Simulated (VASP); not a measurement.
# Ni (P6_3/mmc) in VASP: notebook

The runs below take Ni through single point, with PBE.

Everything below comes from runs of VASP 6.6.1. Logs are shortened: lines on timing, memory, paths and dates and some standing lists are left out, and cuts for length are marked.

### 1 The cell of the first run

It takes space group P6_3/mmc (No. 194, hexagonal). The conventional cell has a = 2.487 Å, b = 2.487 Å, c = 8.144 Å, α = 90.00°, β = 90.00°, γ = 120.00°. Ni (site symmetry -3m) has 12 Ni at 2.49 Å within 3.3 Å. Ni (site symmetry -6m2) has 12 Ni at 2.49 Å within 3.3 Å.

This isn't the form of Ni at room conditions, which is fcc.

### 2 Single point, PBE, collinear spin, ferromagnetic start

Input file INCAR:

```
PREC = Accurate
ENCUT = 520
EDIFF = 1E-7
ISMEAR = -1
SIGMA = 0.05
LREAL = False
LASPH = True
NELM = 150
ALGO = Normal
ISIF = 2
LWAVE = False
LCHARG = False
ISPIN = 2
MAGMOM = 0.676 0.676 0.688 0.688
LORBIT = 11
LMAXMIX = 4
GGA = PE
NBANDS = 32
```

Input file KPOINTS:

```
Automatic mesh
0
Gamma
  19 19 5
```

Input file POSCAR:

```
Ni
1.0
    2.4874413566      0.0000000000      0.0000000000
   -1.2437206783      2.1541874053      0.0000000000
    0.0000000000      0.0000000000      8.1443328061
Ni
4
Direct
    1.0000000000      1.0000000000      0.0000000000
    1.0000000000      1.0000000000      0.5000000000
    0.3333333333      0.6666666667      0.2500000000
    0.6666666667      0.3333333333      0.7500000000
```

Potentials or basis: VASP PAW PBE potentials, release 64 (Ni).

Command:

```sh
$ cat potpaw_PBE.64/Ni/POTCAR > POTCAR
$ mpirun -np 1 vasp_std > vasp.out
```

OUTCAR:

```text
PREC = Accurate
   ENCUT = 520
   EDIFF = 1E-7
   ISMEAR = -1
   LREAL = False
   LASPH = True
   NELM = 150
   ISIF = 2
   ISPIN = 2
   LORBIT = 11
   GGA = PE

 ion  position               nearest neighbor table
   1  0.000  0.000  0.000-   3 2.49   4 2.49   4 2.49   3 2.49   4 2.49   3 2.49
   2  0.000  0.000  0.500-   3 2.49   4 2.49   4 2.49   3 2.49   4 2.49   3 2.49
   3  0.333  0.667  0.250-   1 2.49   2 2.49   1 2.49   2 2.49   1 2.49   2 2.49
   4  0.667  0.333  0.750-   1 2.49   2 2.49   1 2.49   2 2.49   1 2.49   2 2.49

  LATTYP: Found a hexagonal cell.
 ALAT       =     2.4874413566
 C/A-ratio  =     3.2741808302

  Lattice vectors:

 A1 = (   2.4874413566,   0.0000000000,   0.0000000000)
 A2 = (  -1.2437206783,   2.1541874053,   0.0000000000)
 A3 = (   0.0000000000,   0.0000000000,   8.1443328061)

Analysis of symmetry for initial positions (statically):
=====================================================================
 Subroutine PRICEL returns:
 Original cell was already a primitive cell.

 Routine SETGRP: Setting up the symmetry group for a
 hexagonal supercell.

 Subroutine GETGRP returns: Found 24 space group operations
 (whereof 12 operations were pure point group operations)
 out of a pool of 24 trial point group operations.

The static configuration has the point symmetry D_3d.
 The point group associated with its full space group is D_6h.

Analysis of symmetry for dynamics (positions and initial velocities):
=====================================================================
 Subroutine PRICEL returns:
 Original cell was already a primitive cell.

 Routine SETGRP: Setting up the symmetry group for a
 hexagonal supercell.

 Subroutine GETGRP returns: Found 24 space group operations
 (whereof 12 operations were pure point group operations)
 out of a pool of 24 trial point group operations.

The dynamic configuration has the point symmetry D_3d.
 The point group associated with its full space group is D_6h.

Analysis of structural, dynamic, and magnetic symmetry:
=====================================================================
 Subroutine PRICEL returns:
 Original cell was already a primitive cell.

 Routine SETGRP: Setting up the symmetry group for a
 hexagonal supercell.

 Subroutine GETGRP returns: Found 24 space group operations
 (whereof 12 operations were pure point group operations)
 out of a pool of 24 trial point group operations.

The overall configuration has the point symmetry D_3d.
 The point group associated with its full space group is D_6h.

 Subroutine INISYM returns: Found 24 space group operations
 (whereof 12 operations are pure point group operations),
 and found     1 'primitive' translations

----------------------------------------------------------------------------------------

                                     Primitive cell

  volume of cell :      43.6407

  direct lattice vectors                    reciprocal lattice vectors
     2.487441357  0.000000000  0.000000000     0.402019528  0.232106083  0.000000000
    -1.243720678  2.154187405  0.000000000     0.000000000  0.464212165  0.000000000
     0.000000000  0.000000000  8.144332806     0.000000000  0.000000000  0.122784766

  length of vectors
     2.487441357  2.487441357  8.144332806     0.464212165  0.464212165  0.122784766

  position of ions in fractional coordinates (direct lattice)
     0.000000000  0.000000000  0.000000000
     0.000000000  0.000000000  0.500000000
     0.333333333  0.666666667  0.250000000
     0.666666667  0.333333333  0.750000000

  ion indices of the primitive-cell ions
   primitive index   ion index
                 1           1
                 2           2
                 3           3
                 4           4

----------------------------------------------------------------------------------------

 KPOINTS: Automatic mesh

Automatic generation of k-mesh.
 Grid dimensions read from file:
 generate k-points for:   19   19    5

 Generating k-lattice:

  Cartesian coordinates                     Fractional coordinates (reciprocal lattice)
     0.021158923  0.012216110  0.000000000     0.052631579  0.000000000  0.000000000
     0.000000000  0.024432219  0.000000000     0.000000000  0.052631579  0.000000000
     0.000000000  0.000000000  0.024556953     0.000000000  0.000000000  0.200000000

  Length of vectors
     0.024432219  0.024432219  0.024556953

  Shift w.r.t. Gamma in fractional coordinates (k-lattice)
     0.000000000  0.000000000  0.000000000

 Subroutine IBZKPT returns following result:
 ===========================================

 Found    120 irreducible k-points:

 Following reciprocal coordinates:
            Coordinates               Weight
  0.000000  0.000000  0.000000      1.000000
  0.052632  0.000000  0.000000      6.000000
  0.105263  0.000000  0.000000      6.000000
  0.157895  0.000000  0.000000      6.000000
  0.210526  0.000000  0.000000      6.000000
  0.263158  0.000000  0.000000      6.000000
[... 16 lines left out ...]
  0.263158  0.105263  0.000000     12.000000
  0.315789  0.105263  0.000000     12.000000
 [... further k-points ...]
   k-points           NKPTS =    120   k-points in BZ     NKDIM =    120   number of bands    NBANDS=     32
   number of dos      NEDOS =    301   number of ions     NIONS =      4
   total plane-waves  NPLWV =  20736
   dimension x,y,z NGX =    18 NGY =   18 NGZ =   64
   dimension x,y,z NGXF=    36 NGYF=   36 NGZF=  128
   ions per type =               4
   NGX,Y,Z   is equivalent  to a cutoff of  12.03, 12.03, 13.06 a.u.
   NGXF,Y,Z  is equivalent  to a cutoff of  24.06, 24.06, 26.13 a.u.
 SYSTEM =  unknown system
   PREC   = accura    normal or accurate (medium, high low for compatibility)
   ISTART =      0    job   : 0-new  1-cont  2-samecut
   ICHARG =      2    charge: 1-file 2-atom 10-const
   ISPIN  =      2    spin polarized calculation?
   LNONCOLLINEAR =      F non collinear calculations
   LSORBIT =      F    spin-orbit coupling
   LASPH  =      T    aspherical Exc in radial PAW
   ENCUT  =  520.0 eV  38.22 Ry    6.18 a.u.   4.62  4.62 15.14*2*pi/ulx,y,z
   NELM   =    150;   NELMIN=  2; NELMDL= -5     # of ELM steps
   EDIFF  = 0.1E-06   stopping-criterion for ELM
   LREAL  =      F    real-space projection
   EDIFFG = 0.1E-05   stopping-criterion for IOM
   NSW    =      0    number of steps for IOM
   IBRION =     -1    ionic relax: 0-MD 1-quasi-New 2-CG
   NFREE  =      0    steps in history (QN), initial steepest desc. (CG)
   ISIF   =      2    stress and relaxation
   ISYM   =      2    0-nonsym 1-usesym 2-fastsym
   POTIM  = 0.5000    time-step for ionic-motion
   TEBEG  =    0.0;   TEEND  =   0.0 temperature during run
   PSTRESS=    0.0 pullay stress
   NELECT =      40.0000    total number of electrons
   NUPDOWN=      -1.0000    fix difference up-down
   EMIN   =  10.00;   EMAX   =-10.00  energy-range for DOS
   EFERMI =   0.00;   METHOD = LEGACY
   ISMEAR =    -1;   SIGMA  =   0.05  broadening in eV -4-tet -1-fermi 0-gaus
   EFERMI_NEDOS =   21; number of points for ismear=-14 and -15
   IALGO  =     38    algorithm
   IMIX   =      4    mixing-type and parameters
     AMIX     =   0.40;   BMIX     =  1.00
     AMIX_MAG =   1.60;   BMIX_MAG =  1.00
  volume/ion in A,a.u.               =      10.91        73.63
  Fermi-wavevector in a.u.,A,eV,Ry     =   1.590246  3.005129 34.407517  2.528881
  Thomas-Fermi vector in A             =   2.688970
   LORBIT       =     11    0 simple, 1 ext, 2 COOP (PROOUT), +10 PAW based schemes
   GGA     = PE    functional components
   LHFCALC =     F    Hartree Fock is set to
   AEXX    =    0.0000 exact exchange contribution
   IVDW    =     0    specifies the selected vdW correction
   LEPSILON=     F    determine dielectric tensor
   LRPA    =     F    only Hartree local field effects (RPA)
 spin polarized calculation
  energy-cutoff  :      520.00
  volume of cell :       43.64
 maximum number of plane-waves:      1194
   NGX =  9   NGY =  9   NGZ = 31

 number of electron      40.0000062 magnetization       2.5274866

 Free energy of the ion-electron system (eV)
  ---------------------------------------------------
  ext. energy  EPLUGINS =         0.00000000
  ---------------------------------------------------
  free energy    TOTEN  =       -21.86317899 eV

  energy without entropy =      -21.80176202  energy(sigma->0) =      -21.83247051

 E-fermi :   9.3481     XC(G=0): -13.2384

 val. band max:        9.3460830320   @ k =   0.3684   0.0526   0.0000
 cond. band min:       9.3482791793   @ k =   0.3158   0.1053   0.2000
 fundamental gap:      0.0021961473
 Fermi energy:         9.3481202636

 spin component 1

 k-point     1 :       0.0000    0.0000    0.0000
  band No.  band energies     occupation
      1       0.3463      1.00000
      2       2.5638      1.00000
      3       2.5686      1.00000
      4       4.5196      1.00000
      5       6.5748      1.00000
      6       6.6402      1.00000
[... 829 lines left out ...]
     31      25.0281      0.00000
     32      25.1491      0.00000

 [... further k-points ...]

 spin component 2

 k-point     1 :       0.0000    0.0000    0.0000
  band No.  band energies     occupation
      1       0.3114      1.00000
      2       2.5604      1.00000
      3       2.5605      1.00000
      4       4.9435      1.00000
      5       7.2437      1.00000
      6       7.2491      1.00000
[... 829 lines left out ...]
     31      25.1310      0.00000
     32      25.2597      0.00000

 [... further k-points ...]

------------------------ aborting loop because EDIFF is reached ----------------------------------------

  FORCE on cell =-STRESS in cart. coord.  units (eV):
  Direction    XX          YY          ZZ          XY          YZ          ZX
  --------------------------------------------------------------------------------------
  -------------------------------------------------------------------------------------
  Total       -0.0290436     -0.0290436      0.0154841      0.0000000     -0.0000000      0.0000000
  in kB       -1.0662753     -1.0662753      0.5684654      0.0000000     -0.0000000      0.0000000
  external PRESSURE =      -0.5213617 kB  Pullay stress =       0.0000000 kB

 VOLUME and BASIS-vectors are now :
 -----------------------------------------------------------------------------
  energy-cutoff  :      520.00
  volume of cell :       43.64
      direct lattice vectors                 reciprocal lattice vectors
     2.487441357  0.000000000  0.000000000     0.402019528  0.232106083  0.000000000
    -1.243720678  2.154187405  0.000000000     0.000000000  0.464212165  0.000000000
     0.000000000  0.000000000  8.144332806     0.000000000  0.000000000  0.122784766

 POSITION                                       TOTAL-FORCE (eV/Angst)
 -----------------------------------------------------------------------------------
      0.00000      0.00000      0.00000        -0.000000      0.000000     -0.000000
      0.00000      0.00000      4.07217        -0.000000      0.000000     -0.000000
     -0.00000      1.43612      2.03608         0.000000      0.000000      0.000000
      1.24372      0.71806      6.10825        -0.000000      0.000000      0.000000
 -----------------------------------------------------------------------------------
    total drift:                                0.000000     -0.000000      0.000000

  FREE ENERGIE OF THE ION-ELECTRON SYSTEM (eV)
  ---------------------------------------------------
  free  energy   TOTEN  =       -21.8631789942 eV

  energy  without entropy=      -21.8017620191  energy(sigma->0) =      -21.83247051

 total charge

# of ion       s       p       d       tot
------------------------------------------
    1        0.496   0.494   8.316   9.305
    2        0.496   0.494   8.316   9.305
    3        0.496   0.496   8.314   9.305
    4        0.496   0.496   8.314   9.305
--------------------------------------------------
tot          1.984   1.979  33.258  37.221

 magnetization (x)

# of ion       s       p       d       tot
------------------------------------------
    1       -0.006  -0.025   0.670   0.639
    2       -0.006  -0.025   0.670   0.639
    3       -0.006  -0.025   0.680   0.649
    4       -0.006  -0.025   0.680   0.649
--------------------------------------------------
tot         -0.023  -0.101   2.701   2.577
```

Run time: 10 min. Hardware: 1 thread of Intel Xeon 8259CL, shared host; peak memory 0.33 GiB.

What came out:

* Free energy: -21.8632 eV
* Pressure: -0.1 GPa
* Net moment: 2.53 μB per cell
* Site moments: Ni +0.64, +0.65 (each value once) μB
* Valence electrons inside the program's atomic spheres: Ni 9.30

Stress tensor (GPa, compression positive):
```
-0.11  0.00  0.00
 0.00 -0.11  0.00
 0.00  0.00  0.06
```

### 3 Single point, PBE, collinear spin, ferromagnetic start (10.91 Å³/atom)

Input file INCAR:

```
SYSTEM = Ni
PREC = Accurate
ENCUT = 520
EDIFF = 1E-6
ISMEAR = -1
SIGMA = 0.05
LREAL = .False.
LASPH = .True.
NELM = 150
ALGO = Normal
ISIF = 2
LWAVE = .False.
LCHARG = .False.
ISPIN = 2
MAGMOM = 0.68 0.68 0.691 0.691
LORBIT = 11
LMAXMIX = 4
GGA = PE
NBANDS = 32
```

Input file KPOINTS:

```
Automatic mesh
0
Gamma
  19 19 5
  0 0 0
```

POSCAR is that of step 2.

Potentials or basis: VASP PAW PBE potentials, release 64 (Ni).

Command:

```sh
$ cat potpaw_PBE.64/Ni/POTCAR > POTCAR
$ mpirun -np 1 vasp_std > vasp.out
```

It took 7.6 min on 1 thread of Intel Xeon 8259CL, shared host; peak memory 0.33 GiB.

The run converged. Its results:

* Free energy: -21.8632 eV
* Pressure: -0.1 GPa
* Net moment: 2.53 μB per cell
* Site moments: Ni +0.64, +0.65 (each value once) μB
* Valence electrons inside the program's atomic spheres: Ni 9.30

Stress tensor (GPa, compression positive):
```
-0.11  0.00  0.00
 0.00 -0.11  0.00
 0.00  0.00  0.05
```

Levels at points of the mesh, in eV from the Fermi level:
Spin up:
| k point | band 19 | band 20 | band 21 | band 22 | band 23 | band 24 |
| --- | --- | --- | --- | --- | --- | --- |
| (0.00, 0.00, 0.00) | -1.20 | -0.98 | -0.98 | -0.65 | -0.65 | -0.32 |
Spin down:
```
           k point  band 16  band 17  band 18  band 19  band 20  band 21
(0.00, 0.00, 0.00)    -0.86    -0.86    -0.54    -0.54    -0.38    -0.29
```

### 4 Single point, PBE, collinear spin, ferromagnetic start (12.22 Å³/atom)

This run uses another cell than the first one, of 12.22 Å³/atom.

INCAR: that of step 3 with these lines changed.

```diff
@@ -3,3 +3,3 @@
 ENCUT = 520
-EDIFF = 1E-6
+EDIFF = 1E-7
 ISMEAR = -1
```

Input file KPOINTS:

```
regular mesh
0
Gamma
  19 19 5
  0 0 0
```

Input file POSCAR:

```
Ni
1.0
    2.5832049146      0.0000000000      0.0000000000
   -1.2916024573      2.2371210792      0.0000000000
    0.0000000000      0.0000000000      8.4578800118
Ni
4
Direct
    1.0000000000      1.0000000000      0.0000000000
    1.0000000000      1.0000000000      0.5000000000
    0.3333333333      0.6666666667      0.2500000000
    0.6666666667      0.3333333333      0.7500000000
```

Potentials or basis: VASP PAW PBE potentials, release 64 (Ni).

Command:

```sh
$ cat potpaw_PBE.64/Ni/POTCAR > POTCAR
$ mpirun -np 1 vasp_std > vasp.out
```

OUTCAR:

```text
SYSTEM = Ni
   PREC = Accurate
   ENCUT = 520
   EDIFF = 1E-7
   ISMEAR = -1
   LREAL = .False.
   LASPH = .True.
   NELM = 150
   ISIF = 2
   ISPIN = 2
   LORBIT = 11
   GGA = PE

 ion  position               nearest neighbor table
   1  0.000  0.000  0.000-   3 2.59   4 2.59   3 2.59   4 2.59   4 2.59   3 2.59
   2  0.000  0.000  0.500-   3 2.59   4 2.59   3 2.59   4 2.59   4 2.59   3 2.59
   3  0.333  0.667  0.250-   1 2.59   2 2.59   1 2.59   2 2.59   1 2.59   2 2.59
   4  0.667  0.333  0.750-   1 2.59   2 2.59   1 2.59   2 2.59   1 2.59   2 2.59

  LATTYP: Found a hexagonal cell.
 ALAT       =     2.5832049146
 C/A-ratio  =     3.2741808302

  Lattice vectors:

 A1 = (   2.5832049146,   0.0000000000,   0.0000000000)
 A2 = (  -1.2916024573,   2.2371210792,   0.0000000000)
 A3 = (   0.0000000000,   0.0000000000,   8.4578800118)

Analysis of symmetry for initial positions (statically):
=====================================================================
 Subroutine PRICEL returns:
 Original cell was already a primitive cell.

 Routine SETGRP: Setting up the symmetry group for a
 hexagonal supercell.
[... 1887 lines left out ...]
  --------------------------------------------------------------------------------------
  -------------------------------------------------------------------------------------
  Total       -5.1111687     -5.1111687     -5.0424073      0.0000000      0.0000000      0.0000000
  in kB     -167.5409334   -167.5409334   -165.2869787      0.0000000      0.0000000      0.0000000
  external PRESSURE =    -166.7896152 kB  Pullay stress =       0.0000000 kB

 VOLUME and BASIS-vectors are now :
 -----------------------------------------------------------------------------
  energy-cutoff  :      520.00
  volume of cell :       48.88
      direct lattice vectors                 reciprocal lattice vectors
     2.583204915  0.000000000  0.000000000     0.387116018  0.223501537  0.000000000
    -1.291602457  2.237121079  0.000000000     0.000000000  0.447003074  0.000000000
     0.000000000  0.000000000  8.457880012     0.000000000  0.000000000  0.118232938

 POSITION                                       TOTAL-FORCE (eV/Angst)
 -----------------------------------------------------------------------------------
      0.00000      0.00000      0.00000         0.000000      0.000000      0.000000
      0.00000      0.00000      4.22894        -0.000000      0.000000      0.000000
     -0.00000      1.49141      2.11447        -0.000000      0.000000      0.000000
      1.29160      0.74571      6.34341        -0.000000     -0.000000      0.000000
 -----------------------------------------------------------------------------------
    total drift:                                0.000000     -0.000000      0.000000

  FREE ENERGIE OF THE ION-ELECTRON SYSTEM (eV)
  ---------------------------------------------------
  free  energy   TOTEN  =       -21.5574014792 eV

  energy  without entropy=      -21.4886211772  energy(sigma->0) =      -21.52301133

 total charge

# of ion       s       p       d       tot
------------------------------------------
    1        0.452   0.402   8.273   9.128
    2        0.452   0.402   8.273   9.128
    3        0.452   0.404   8.272   9.128
    4        0.452   0.404   8.272   9.128
--------------------------------------------------
tot          1.808   1.613  33.091  36.511

 magnetization (x)

# of ion       s       p       d       tot
------------------------------------------
    1       -0.005  -0.024   0.714   0.685
    2       -0.005  -0.024   0.714   0.685
    3       -0.006  -0.024   0.721   0.691
    4       -0.006  -0.024   0.721   0.691
--------------------------------------------------
tot         -0.022  -0.097   2.871   2.752
```

stdout:

```text
POSCAR found type information on POSCAR Ni
 POSCAR found :  1 types and       4 ions
 scaLAPACK will be used
 LDA part: xc-table for (Slater+PW92), standard interpolation
 POSCAR, INCAR and KPOINTS ok, starting setup
 FFT: planning ... GRIDC
 FFT: planning ... GRID_SOFT
 FFT: planning ... GRID
 WAVECAR not read
 entering main loop
```

Wall time 3.6 min (1 thread of Intel Xeon 6975P-C (Granite Rapids), shared host); peak memory 0.35 GiB.

What came out:

| Quantity | Value |
| --- | --- |
| Free energy | -21.5574 eV |
| Pressure | -16.7 GPa |
| Net moment | 2.66 μB per cell |
| Site moments | Ni +0.69 μB |
| Valence electrons inside the program's atomic spheres | Ni 9.13 |

Caveat: the cell stands under tension.
